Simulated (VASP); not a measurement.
Write the native input for VASP 6.6.1 that does the following.

| Item | Value |
| --- | --- |
| Task | relaxation of cell and atoms |
| Functional | PBE |
| Potentials or basis | VASP PAW PBE potentials, release 64 (Ge_d) |
| Cutoff | 600 eV |
| k mesh | 14 × 14 × 12 |
| Occupations | gaussian, width 0.15 eV |
| Spin | no spin polarisation |
| Dipole correction | no |
| Further INCAR settings | ALGO = Normal; EDIFF = 1e-06; IBRION = 2; EDIFFG = -0.01; NSW = 100; ISIF = 3 |

The structure of Ge lies in POSCAR:

```
Ge
1.0
    1.4047252126     -2.5627570860     -0.0119082442
    1.4160376862      2.5689832554     -0.0245228418
   -0.0347576009     -0.0066239101      2.6772794917
Ge
1
Direct
    0.5000000000      0.5000000000      0.0000000000
```

These files were run (other wordings do the same):

INCAR

```
  PREC = Accurate
  ENCUT = 600
  EDIFF = 1E-6
  ISMEAR = 0
  SIGMA = 0.15
  LREAL = F
  LASPH = T
  NELM = 60
  ALGO = Normal
  ISIF = 3
  LWAVE = F
  LCHARG = F
  GGA = PE
  IBRION = 2
  NSW = 100
  EDIFFG = -0.01
```

KPOINTS

```
regular mesh
0
Gamma
  14 14 12
```

Potentials or basis: VASP PAW PBE potentials, release 64 (Ge_d).

Command:

```console
$ cat potpaw_PBE.64/Ge_d/POTCAR > POTCAR
$ mpirun -np 1 vasp_std > vasp.out
```

It gave:

```
Relaxed volume                        : 19.39 Å³/atom
Relaxed cell                          : a = 2.896 Å, b = 2.900 Å, c = 2.667 Å, α = 89.99°, β = 90.00°, γ = 120.02°
Space group after relaxing (to 0.1 Å) : P6/mmm (No. 191)
Energy gained by relaxing             : 7.7 meV/atom
Ionic steps                           : 12
Pressure after relaxing               : 0.0 GPa
Band gap on the k mesh                : zero (bands 7 and 8 overlap by 9.66 eV)
```

It took 28 min on 1 thread of Intel Xeon 8259CL (shared host), peak memory 0.44 GiB.
